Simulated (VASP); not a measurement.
A run of VASP 6.6.1 is set up as follows.

Contents of INCAR:

```
SYSTEM = CdC2
PREC = Accurate ; ENCUT = 520
EDIFF = 1E-7 ; ISMEAR = 0
SIGMA = 0.01 ; LREAL = .FALSE.
LASPH = .TRUE. ; NELM = 60
ALGO = Normal ; ISIF = 2
LWAVE = .FALSE. ; LCHARG = .TRUE.
GGA = PE ; LELF = .TRUE.
LVHAR = .TRUE. ; NBANDS = 17
```

File KPOINTS:

```
Automatic mesh
0
G
  10 10 10
  0 0 0
```

Contents of POSCAR:

```
CdC2
1.0
   -1.7275803892      2.3206086808      2.5789339062
    1.7275803892     -2.3206086808      2.5789339062
    1.7275803892      2.3206086808     -2.5789339062
Cd C
1 2
Direct
    0.0000000000      0.0000000000      0.0000000000
    0.3642641509      0.5000000000      0.8642641509
    0.6357358491      0.5000000000      0.1357358491
```

Potentials or basis: VASP PAW PBE potentials, release 64 (Cd, C).

Run with:

```bash
$ cat potpaw_PBE.64/Cd/POTCAR potpaw_PBE.64/C/POTCAR > POTCAR
$ mpirun -np 1 vasp_std > vasp.out
```

(1) Estimate the largest force.

(2) Predict the band gap on the k mesh.

(3) Estimate the pressure.

Results:

(1) 0.067 eV/Å.

(2) 0.99 eV (least direct gap 1.71 eV).

(3) 2.7 GPa.
